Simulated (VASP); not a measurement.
# Si4C11: single point with PBE

Si4C11:

```
C Si
1.0
     5.56848    0.16780    0.07115
     0.16780    5.47492   -0.09433
     0.07115   -0.09433    5.58375
C Si
11 4
Direct
  0.97592 0.90949 0.68950
  0.25573 0.47109 0.38180
  0.60017 0.09622 0.15140
  0.64337 0.68304 0.84226
  0.84146 0.67405 0.65323
  0.34996 0.12790 0.10283
  0.94964 0.13640 0.60233
  0.71447 0.58463 0.40499
  0.42338 0.62549 0.74603
  0.45376 0.55703 0.48761
  0.17736 0.31406 0.19497
  0.10060 0.44168 0.67979
  0.17275 0.87325 0.96410
  0.76020 0.79255 0.13905
  0.84349 0.27312 0.29435
```

```json
{
  "Program": "VASP 6.6.1",
  "Task": "single point",
  "Functional": "PBE",
  "Potentials or basis": "VASP PAW PBE potentials, release 64 (C, Si)",
  "Cutoff": "520 eV",
  "k mesh": "1 × 1 × 1, shifted",
  "Occupations": "fermi-dirac, width 0.05 eV",
  "Spin": "no spin polarisation",
  "Dipole correction": "no",
  "Further INCAR settings": "LREAL = Auto; ALGO = Normal; EDIFF = 1e-06; NBANDS = 43; ISYM = 0"
}
```

```
Pressure               : -3.9 GPa
Largest force          : 1.709 eV/Å
Band gap on the k mesh : 1.05 eV
```

Forces on the atoms (eV/Å):
```
C   -0.515  1.107 -0.163
C   -1.003  0.333  1.343
C    0.528  0.014  0.855
C   -0.125 -0.849  0.566
C   -0.299  0.893 -0.570
C   -0.073 -0.118 -0.586
C    0.549  0.228 -0.511
C    0.249  1.120  0.933
C    0.121  0.220  1.141
C    0.957  0.791 -1.167
C    0.756 -1.023 -0.683
Si   0.150 -1.094 -0.465
Si  -0.380 -0.879 -0.754
Si  -0.581 -0.218 -0.491
Si  -0.335 -0.526  0.551
```

Stress tensor (GPa, compression positive):
```
-12.35  -5.34  -3.89
 -5.34   1.96   0.90
 -3.89   0.90  -1.30
```

Levels at points of the mesh, in eV from the valence-band top:
```tsv
k point	band 26	band 27	band 28	band 29	band 30	band 31	band 32	band 33	band 34	band 35
(0.25, 0.25, 0.25)	-2.18	-1.82	-1.55	-0.73	0.00	1.05	1.86	2.28	2.61	3.03
```

Wall time 9.4 s on 1 thread of Intel(R) Xeon(R) 6975P-C (Granite Rapids) (shared host), peak memory 0.24 GiB.

Caveat: the k points lie up to 1.15 Å⁻¹ apart.
